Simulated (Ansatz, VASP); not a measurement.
**Be in VASP and in Ansatz**

INCAR

```
SYSTEM = Be
ALGO = Fast
EDIFF = 1E-6
EDIFFG = -0.01
ENCUT = 600
GGA = PE
IBRION = 2
ISIF = 3
ISMEAR = 0
LASPH = .True.
LCHARG = .False.
LREAL = .False.
LWAVE = .False.
NELM = 100
NSW = 100
PREC = Accurate
SIGMA = 0.1
```

The input KPOINTS:

```
k-points
0
Gamma
  22 22 28
  0 0 0
```

POSCAR

```
Be
1.0
    1.3372791508     -3.7534514541      0.0000000000
    1.3372791508      3.7534514541      0.0000000000
    0.0000000000      0.0000000000      2.0055554040
Be
2
Direct
    0.8636020205      0.1363979795      0.0000000000
    0.1363979795      0.8636020205      0.0000000000
```

Input for Ansatz:

```yaml
crystal:
  lattice:
    - [1.3372791508, -3.7534514541, 0.0]
    - [1.3372791508, 3.7534514541, 0.0]
    - [0.0, 0.0, 2.005555404]
  atoms:
    - { symbol: Be, position: [0.8636020205, 0.1363979795, 0.0] }
    - { symbol: Be, position: [0.1363979795, 0.8636020205, 0.0] }
basis:
  ecutwfc: 420
kpoints:
  mp_grid: { grid: [22, 22, 28] }
hamiltonian:
  xc: pbe
scf:
  occupations: { method: gaussian, width: 0.1 }
output:
  forces: true
  stress: true
  eigenvalues: true
relax:
  adjacent_minimum: "off"
  f_tol: 0.01
  max_steps: 80
  cell: { stress_tol: 0.05 }
```

Alike in both runs: task relaxation of cell and atoms; functional PBE; k mesh 22 × 22 × 28; occupations gaussian, width 0.1 eV; no spin polarisation.

|  | VASP | Ansatz |
| --- | --- | --- |
| version | VASP 6.6.1 | Ansatz 0.2.0 |
| potentials or method | VASP PAW PBE potentials, release 64 (Be), cutoff 600 eV | scalar-relativistic, plane waves, PAW |
| valence electrons in the cell | 4 | 4 |

```csv
,VASP,Ansatz,Ansatz less VASP
"gap on the k mesh at the Fermi level, each at its own relaxed structure (eV)",none,none,-
relaxed volume (Å³/atom),9.80,9.79,-0.005
relaxed length of the cell vector where the two differ most in proportion (Å),2.054,2.053,-0.0009
```

A gap of «none» marks a metal or a gap that the smearing closes.
